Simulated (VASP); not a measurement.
# Li2S (Fm-3m) in VASP: notebook

The runs below take Li2S through single point, with r2SCAN+rVV10.

Everything below comes from runs of VASP 6.6.1. Logs are shortened: lines on timing, memory, paths and dates and some standing lists are left out, and cuts for length are marked.

## Step 1: The cell of the first run

Symmetry: Fm-3m, No. 225, cubic system. Conventional cell: a = 5.635 Å, b = 5.635 Å, c = 5.635 Å, α = 90.00°, β = 90.00°, γ = 90.00°. Within 3.2 Å of Li (site symmetry -43m) lie 4 S at 2.44 Å and 6 Li at 2.82 Å. S (site symmetry m-3m) has 8 Li at 2.44 Å within 3.2 Å.

## Step 2: Single point, r2SCAN+rVV10 (volume scaled by 0.98)

POSCAR reads:

```
Li2S
1.0
    0.0000000000      2.8172664311      2.8172664311
    2.8172664311      0.0000000000      2.8172664311
    2.8172664311      2.8172664311      0.0000000000
Li S
2 1
Direct
    0.2500000000      0.2500000000      0.2500000000
    0.7500000000      0.7500000000      0.7500000000
    0.0000000000      0.0000000000      0.0000000000
```

INCAR.step1 reads:

```
SYSTEM = Li2S
  PREC = Accurate
  ENCUT = 830
  ISMEAR = 0
  SIGMA = 0.05
  LREAL = .FALSE.
  LASPH = .TRUE.
  NELM = 120
  NBANDS = 13
  GGA = PE
  ALGO = Normal
  EDIFF = 1E-5
  LWAVE = .TRUE.
  LCHARG = .FALSE.
  GGA_COMPAT = .FALSE.
```

INCAR.step2 reads:

```
SYSTEM = Li2S
  PREC = Accurate
  ENCUT = 830
  EDIFF = 1E-6
  ISMEAR = 0
  SIGMA = 0.05
  LREAL = .FALSE.
  LASPH = .TRUE.
  NELM = 120
  ALGO = Normal
  ISIF = 2
  LWAVE = .FALSE.
  LCHARG = .TRUE.
  METAGGA = R2SCAN
  LMIXTAU = .TRUE.
  LUSE_VDW = .TRUE.
  IVDW_NL = 2
  BPARAM = 11.95
  CPARAM = 0.0093
  LELF = .TRUE.
  LVHAR = .TRUE.
  NBANDS = 13
  ISTART = 1
  GGA_COMPAT = .FALSE.
```

KPOINTS reads:

```
Automatic mesh
0
G
  8 8 8
  0 0 0
```

Potentials or basis: VASP PAW PBE potentials, release 64 (Li_sv, S).

Launch:

```bash
> cat potpaw_PBE.64/Li_sv/POTCAR potpaw_PBE.64/S/POTCAR > POTCAR
> cp INCAR.step1 INCAR
> mpirun -np 1 vasp_std > vasp.out
> cp INCAR.step2 INCAR
> mpirun -np 1 vasp_std > vasp.out
```

OUTCAR:

```text
SYSTEM = Li2S
   PREC = Accurate
   ENCUT = 830
   EDIFF = 1E-6
   ISMEAR = 0
   LREAL = .FALSE.
   LASPH = .TRUE.
   NELM = 120
   ISIF = 2
   METAGGA = R2SCAN
   IVDW_NL = 2
   BPARAM = 11.95
   ISTART = 1

 ion  position               nearest neighbor table
   1  0.250  0.250  0.250-   3 2.44   3 2.44   3 2.44   3 2.44
   2  0.750  0.750  0.750-   3 2.44   3 2.44   3 2.44   3 2.44
   3  0.000  0.000  0.000-   2 2.44   2 2.44   2 2.44   1 2.44   2 2.44   1 2.44   1 2.44   1 2.44

  LATTYP: Found a face centered cubic cell.
 ALAT       =     5.6345328622

  Lattice vectors:

 A1 = (   0.0000000000,   2.8172664311,   2.8172664311)
 A2 = (   2.8172664311,   0.0000000000,   2.8172664311)
 A3 = (   2.8172664311,   2.8172664311,   0.0000000000)

Analysis of symmetry for initial positions (statically):
=====================================================================
 Subroutine PRICEL returns:
 Original cell was already a primitive cell.

 Routine SETGRP: Setting up the symmetry group for a
 face centered cubic supercell.

 Subroutine GETGRP returns: Found 48 space group operations
 (whereof 48 operations were pure point group operations)
 out of a pool of 48 trial point group operations.

The static configuration has the point symmetry O_h .

Analysis of symmetry for dynamics (positions and initial velocities):
=====================================================================
 Subroutine PRICEL returns:
 Original cell was already a primitive cell.

 Routine SETGRP: Setting up the symmetry group for a
 face centered cubic supercell.

 Subroutine GETGRP returns: Found 48 space group operations
 (whereof 48 operations were pure point group operations)
 out of a pool of 48 trial point group operations.

The dynamic configuration has the point symmetry O_h .

 Subroutine INISYM returns: Found 48 space group operations
 (whereof 48 operations are pure point group operations),
 and found     1 'primitive' translations

----------------------------------------------------------------------------------------

                                     Primitive cell

  volume of cell :      44.7212

  direct lattice vectors                    reciprocal lattice vectors
     0.000000000  2.817266431  2.817266431    -0.177477002  0.177477002  0.177477002
     2.817266431  0.000000000  2.817266431     0.177477002 -0.177477002  0.177477002
     2.817266431  2.817266431  0.000000000     0.177477002  0.177477002 -0.177477002

  length of vectors
     3.984216396  3.984216396  3.984216396     0.307399185  0.307399185  0.307399185

  position of ions in fractional coordinates (direct lattice)
     0.250000000  0.250000000  0.250000000
     0.750000000  0.750000000  0.750000000
     0.000000000  0.000000000  0.000000000

  ion indices of the primitive-cell ions
   primitive index   ion index
                 1           1
                 2           2
                 3           3

----------------------------------------------------------------------------------------

 KPOINTS: Automatic mesh

Automatic generation of k-mesh.
 Grid dimensions read from file:
 generate k-points for:    8    8    8

 Generating k-lattice:

  Cartesian coordinates                     Fractional coordinates (reciprocal lattice)
    -0.022184625  0.022184625  0.022184625     0.125000000  0.000000000  0.000000000
     0.022184625 -0.022184625  0.022184625     0.000000000  0.125000000  0.000000000
     0.022184625  0.022184625 -0.022184625     0.000000000  0.000000000  0.125000000

  Length of vectors
     0.038424898  0.038424898  0.038424898

  Shift w.r.t. Gamma in fractional coordinates (k-lattice)
     0.000000000  0.000000000  0.000000000

 Subroutine IBZKPT returns following result:
 ===========================================

 Found     29 irreducible k-points:

 Following reciprocal coordinates:
            Coordinates               Weight
  0.000000  0.000000  0.000000      1.000000
  0.125000  0.000000  0.000000      8.000000
  0.250000  0.000000  0.000000      8.000000
  0.375000  0.000000  0.000000      8.000000
  0.500000  0.000000  0.000000      4.000000
  0.125000  0.125000  0.000000      6.000000
[... 16 lines left out ...]
  0.500000  0.250000  0.125000     48.000000
 -0.375000  0.250000  0.125000     24.000000
 [... further k-points ...]
   k-points           NKPTS =     29   k-points in BZ     NKDIM =     29   number of bands    NBANDS=     13
   number of dos      NEDOS =    301   number of ions     NIONS =      3
   total plane-waves  NPLWV =  64000
   dimension x,y,z NGX =    40 NGY =   40 NGZ =   40
   dimension x,y,z NGXF=    80 NGYF=   80 NGZF=   80
   ions per type =               2   1
   NGX,Y,Z   is equivalent  to a cutoff of  16.69, 16.69, 16.69 a.u.
   NGXF,Y,Z  is equivalent  to a cutoff of  33.38, 33.38, 33.38 a.u.
 SYSTEM =  Li2S
   PREC   = accura    normal or accurate (medium, high low for compatibility)
   ISTART =      1    job   : 0-new  1-cont  2-samecut
[... 67 lines left out ...]
      1     -44.1077      2.00000
      2     -44.0605      2.00000
      3     -10.1814      2.00000
      4       1.3925      2.00000
      5       1.3925      2.00000
      6       1.3925      2.00000
      7       6.5370      0.00000
      8       8.2869      0.00000
      9       8.2869      0.00000
     10       8.2869      0.00000
     11      13.2182      0.00000
     12      13.2182      0.00000
     13      14.9349      0.00000

 k-point     2 :       0.1250    0.0000    0.0000
  band No.  band energies     occupation
      1     -44.1057      2.00000
      2     -44.0622      2.00000
      3     -10.1204      2.00000
      4       0.7862      2.00000
      5       1.3004      2.00000
      6       1.3004      2.00000
      7       6.9586      0.00000
      8       8.5388      0.00000
      9       8.5388      0.00000
     10       8.6868      0.00000
     11      12.3057      0.00000
     12      12.3057      0.00000
     13      15.0967      0.00000

 k-point     3 :       0.2500    0.0000    0.0000
  band No.  band energies     occupation
      1     -44.1002      2.00000
      2     -44.0669      2.00000
      3      -9.9634      2.00000
      4      -0.3530      2.00000
      5       1.1002      2.00000
      6       1.1002      2.00000
      7       7.6380      0.00000
      8       8.8590      0.00000
      9       8.8590      0.00000
     10       9.6260      0.00000
     11      11.9761      0.00000
     12      11.9761      0.00000
     13      15.5932      0.00000

 k-point     4 :       0.3750    0.0000    0.0000
  band No.  band energies     occupation
      1     -44.0922      2.00000
      2     -44.0742      2.00000
      3      -9.7903      2.00000
      4      -1.2713      2.00000
      5       0.9246      2.00000
      6       0.9246      2.00000
      7       8.2181      0.00000
      8       8.7031      0.00000
      9       8.7031      0.00000
     10      10.3704      0.00000
     11      13.2012      0.00000
     12      13.2012      0.00000
     13      16.2480      0.00000

 k-point     5 :       0.5000    0.0000    0.0000
  band No.  band energies     occupation
      1     -44.0831      2.00000
      2     -44.0830      2.00000
      3      -9.7130      2.00000
      4      -1.6162      2.00000
      5       0.8576      2.00000
      6       0.8576      2.00000
      7       8.4745      0.00000
      8       8.5646      0.00000
      9       8.5646      0.00000
     10      10.6048      0.00000
     11      15.2292      0.00000
     12      15.2292      0.00000
     13      15.5828      0.00000
[... 257 lines left out ...]
 k-point    22 :       0.3750    0.2500    0.1250
  band No.  band energies     occupation
      1     -44.0967      2.00000
      2     -44.0699      2.00000
      3      -9.8448      2.00000
      4      -0.4805      2.00000
      5       0.3524      2.00000
      6       0.8516      2.00000
      7       7.4891      0.00000
      8       9.1907      0.00000
      9       9.2948      0.00000
     10      10.3480      0.00000
     11      11.2854      0.00000
     12      14.5128      0.00000
     13      17.1717      0.00000

 k-point    23 :       0.5000    0.2500    0.1250
  band No.  band energies     occupation
      1     -44.0902      2.00000
      2     -44.0758      2.00000
      3      -9.7029      2.00000
      4      -1.0544      2.00000
      5       0.1160      2.00000
      6       0.5986      2.00000
      7       7.6833      0.00000
      8       8.9919      0.00000
      9      10.2327      0.00000
     10      10.6886      0.00000
     11      12.3330      0.00000
     12      14.9633      0.00000
     13      16.1801      0.00000

 k-point    24 :      -0.3750    0.2500    0.1250
  band No.  band energies     occupation
      1     -44.0829      2.00000
      2     -44.0829      2.00000
      3      -9.6404      2.00000
      4      -1.3040      2.00000
      5       0.1011      2.00000
      6       0.4400      2.00000
      7       7.7745      0.00000
      8       8.8796      0.00000
      9      10.6209      0.00000
     10      11.2900      0.00000
     11      12.7455      0.00000
     12      14.1989      0.00000
     13      15.8399      0.00000

 [... further k-points ...]
[... 5 lines left out ...]
  --------------------------------------------------------------------------------------
  -------------------------------------------------------------------------------------
  Total        0.1944775      0.1944775      0.1944775      0.0000000      0.0000000      0.0000000
  in kB        6.9673283      6.9673283      6.9673283      0.0000000      0.0000000      0.0000000
  external PRESSURE =       6.9673283 kB  Pullay stress =       0.0000000 kB

 VOLUME and BASIS-vectors are now :
 -----------------------------------------------------------------------------
  energy-cutoff  :      830.00
  volume of cell :       44.72
      direct lattice vectors                 reciprocal lattice vectors
     0.000000000  2.817266431  2.817266431    -0.177477002  0.177477002  0.177477002
     2.817266431  0.000000000  2.817266431     0.177477002 -0.177477002  0.177477002
     2.817266431  2.817266431  0.000000000     0.177477002  0.177477002 -0.177477002

 POSITION                                       TOTAL-FORCE (eV/Angst)
 -----------------------------------------------------------------------------------
      1.40863      1.40863      1.40863         0.000000      0.000000      0.000000
      4.22590      4.22590      4.22590        -0.000000     -0.000000     -0.000000
      0.00000      0.00000      0.00000         0.000000     -0.000000      0.000000
 -----------------------------------------------------------------------------------
    total drift:                                0.000000     -0.000000      0.000000

  FREE ENERGIE OF THE ION-ELECTRON SYSTEM (eV)
  ---------------------------------------------------
  free  energy   TOTEN  =       -17.0618990520 eV

  energy  without entropy=      -17.0618990520  energy(sigma->0) =      -17.06189905
```

It took 2.8 min on 1 thread of Intel Xeon 6975P-C (Granite Rapids), shared host; peak memory 0.49 GiB.

Results:

```
Free energy            : -17.0619 eV
Pressure               : 0.7 GPa
Band gap on the k mesh : 3.77 eV, indirect (least direct gap 5.14 eV)
```

Levels at points of the mesh, in eV from the valence-band top:
```
           k point  band 4  band 5  band 6  band 7  band 8  band 9
(0.00, 0.00, 0.00)    0.00    0.00    0.00    5.14    6.89    6.89
(0.50, 0.00, 0.00)   -3.01   -0.53   -0.53    7.08    7.17    7.17
(0.50, 0.50, 0.00)   -2.23   -1.51   -1.51    3.77    7.95   12.35
```

Caveat: the cell differs from its parent crystal (volume scaled by 0.98); the PAW data sets were made with another functional, which shifts forces and pressure a little. A k mesh can miss the band edges.

## Step 3: Single point, r2SCAN+rVV10

This run uses another cell than the first one, of 15.21 Å³/atom, 1.020 times its volume.

POSCAR reads:

```
Li2S
1.0
    0.0000000000      2.8363025925      2.8363025925
    2.8363025925      0.0000000000      2.8363025925
    2.8363025925      2.8363025925      0.0000000000
Li S
2 1
Direct
    0.2500000000      0.2500000000      0.2500000000
    0.7500000000      0.7500000000      0.7500000000
    0.0000000000      0.0000000000      0.0000000000
```

INCAR.step1 reads:

```
SYSTEM = Li2S
PREC = Accurate
ENCUT = 830
ISMEAR = 0
SIGMA = 0.05
LREAL = .FALSE.
LASPH = .TRUE.
NELM = 120
NBANDS = 13
GGA = PE
ALGO = Normal
EDIFF = 1E-5
LWAVE = .TRUE.
LCHARG = .FALSE.
GGA_COMPAT = .FALSE.
```

INCAR.step2 reads:

```
SYSTEM = Li2S
PREC = Accurate
ENCUT = 830
EDIFF = 1E-6
ISMEAR = 0
SIGMA = 0.05
LREAL = .FALSE.
LASPH = .TRUE.
NELM = 120
ALGO = Normal
ISIF = 2
LWAVE = .FALSE.
LCHARG = .FALSE.
METAGGA = R2SCAN
LMIXTAU = .TRUE.
LUSE_VDW = .TRUE.
IVDW_NL = 2
BPARAM = 11.95
CPARAM = 0.0093
NBANDS = 13
ISTART = 1
GGA_COMPAT = .FALSE.
```

KPOINTS is that of step 2.

Potentials or basis: VASP PAW PBE potentials, release 64 (Li_sv, S).

Launch:

```bash
> cat potpaw_PBE.64/Li_sv/POTCAR potpaw_PBE.64/S/POTCAR > POTCAR
> cp INCAR.step1 INCAR
> mpirun -np 1 vasp_std > vasp.out
> cp INCAR.step2 INCAR
> mpirun -np 1 vasp_std > vasp.out
```

Wall time 2.2 min (1 thread of Intel Xeon 6975P-C (Granite Rapids), shared host); peak memory 0.49 GiB.

The run converged. Its results:

| Property | Result |
| --- | --- |
| Free energy | -17.0635 eV |
| Pressure | -0.2 GPa |
| Band gap on the k mesh | 3.78 eV, indirect (least direct gap 5.03 eV) |

Levels at points of the mesh, in eV from the valence-band top:
| k point | band 2 | band 3 | band 4 | band 5 | band 6 | band 7 | band 8 | band 9 | band 10 | band 11 |
| --- | --- | --- | --- | --- | --- | --- | --- | --- | --- | --- |
| (0.00, 0.00, 0.00) | -45.49 | -11.52 | 0.00 | 0.00 | 0.00 | 5.03 | 6.89 | 6.89 | 6.89 | 11.77 |
| (0.50, 0.00, 0.00) | -45.51 | -11.07 | -2.94 | -0.52 | -0.52 | 6.98 | 7.16 | 7.16 | 9.10 | 13.76 |
| (0.50, 0.50, 0.00) | -45.51 | -10.93 | -2.19 | -1.46 | -1.46 | 3.78 | 7.90 | 12.19 | 12.19 | 13.43 |

Caveat: the PAW data sets were made with another functional, which shifts forces and pressure a little.

## Step 4: Single point, r2SCAN+rVV10

This run uses another cell than the first one, of 15.50 Å³/atom, 1.040 times its volume.

POSCAR reads:

```
Li2S
1.0
    0.0000000000      2.8540007422      2.8540007422
    2.8540007422      0.0000000000      2.8540007422
    2.8540007422      2.8540007422      0.0000000000
Li S
2 1
Direct
    0.2500000000      0.2500000000      0.2500000000
    0.7500000000      0.7500000000      0.7500000000
    0.0000000000      0.0000000000      0.0000000000
```

INCAR.step1 reads:

```
SYSTEM = Li2S
PREC     = Accurate       ! precision mode
ENCUT    = 830            ! plane-wave cutoff, eV
ISMEAR   = 0              ! smearing method
SIGMA    = 0.05           ! smearing width, eV
LREAL    = .False.        ! projectors in reciprocal space
LASPH    = .True.         ! aspherical terms in the spheres
NELM     = 120            ! most SCF steps
NBANDS   = 13             ! bands
GGA      = PE             ! functional
ALGO     = Normal         ! electronic algorithm
EDIFF    = 1E-5           ! SCF threshold, eV
LWAVE    = .True.         ! write WAVECAR
LCHARG   = .False.        ! write CHGCAR
GGA_COMPAT= .False.
```

INCAR.step2 reads:

```
SYSTEM = Li2S
PREC     = Accurate       ! precision mode
ENCUT    = 830            ! plane-wave cutoff, eV
EDIFF    = 1E-6           ! SCF threshold, eV
ISMEAR   = 0              ! smearing method
SIGMA    = 0.05           ! smearing width, eV
LREAL    = .False.        ! projectors in reciprocal space
LASPH    = .True.         ! aspherical terms in the spheres
NELM     = 120            ! most SCF steps
ALGO     = Normal         ! electronic algorithm
ISIF     = 2              ! what is computed and relaxed
LWAVE    = .False.        ! write WAVECAR
LCHARG   = .False.        ! write CHGCAR
METAGGA  = R2SCAN         ! meta-GGA
LMIXTAU  = .True.       
LUSE_VDW = .True.       
IVDW_NL  = 2            
BPARAM   = 11.95        
CPARAM   = 0.0093       
NBANDS   = 13             ! bands
ISTART   = 1            
GGA_COMPAT= .False.
```

KPOINTS reads:

```
regular mesh
0
Gamma
  8 8 8
  0 0 0
```

Launch:

```bash
> cat potpaw_PBE.64/Li_sv/POTCAR potpaw_PBE.64/S/POTCAR > POTCAR
> cp INCAR.step1 INCAR
> mpirun -np 1 vasp_std > vasp.out
> cp INCAR.step2 INCAR
> mpirun -np 1 vasp_std > vasp.out
```

It took 2.1 min on 1 thread of Intel Xeon 6975P-C (Granite Rapids), shared host; peak memory 0.49 GiB.

The run converged. Its results:

| Item | Value |
| --- | --- |
| Free energy | -17.0604 eV |
| Pressure | -1.0 GPa |
| Band gap on the k mesh | 3.79 eV, indirect (least direct gap 4.93 eV) |

Levels at points of the mesh, in eV from the valence-band top:
| k point | band 4 | band 5 | band 6 | band 7 | band 8 | band 9 |
| --- | --- | --- | --- | --- | --- | --- |
| (0.00, 0.00, 0.00) | 0.00 | 0.00 | 0.00 | 4.93 | 6.88 | 6.88 |
| (0.50, 0.00, 0.00) | -2.88 | -0.51 | -0.51 | 6.89 | 7.15 | 7.15 |
| (0.50, 0.50, 0.00) | -2.15 | -1.43 | -1.43 | 3.79 | 7.84 | 12.05 |

Caveat: the PAW data sets were made with another functional, which shifts forces and pressure a little.

## Step 5: Summary

| cell | gap on the mesh (eV) | pressure (GPa) |
| --- | --- | --- |
| a = 3.984 Å, angles 60.0°, 3 atoms | 3.77 | 0.7 |
| a = 4.011 Å, angles 60.0°, 3 atoms | 3.78 | -0.2 |
| a = 4.036 Å, angles 60.0°, 3 atoms | 3.79 | -1.0 |

Alike in all rows: task single point; level r2SCAN+rVV10; potentials or basis VASP PAW PBE potentials, release 64 (Li_sv, S); no spin polarisation; k mesh 8 × 8 × 8; cutoff (eV) 830; smearing gaussian 0.05 eV.

Caveats: the PAW data sets were made with another functional, which shifts forces and pressure a little.

Absolute energies hang on the potentials; compare differences alone.
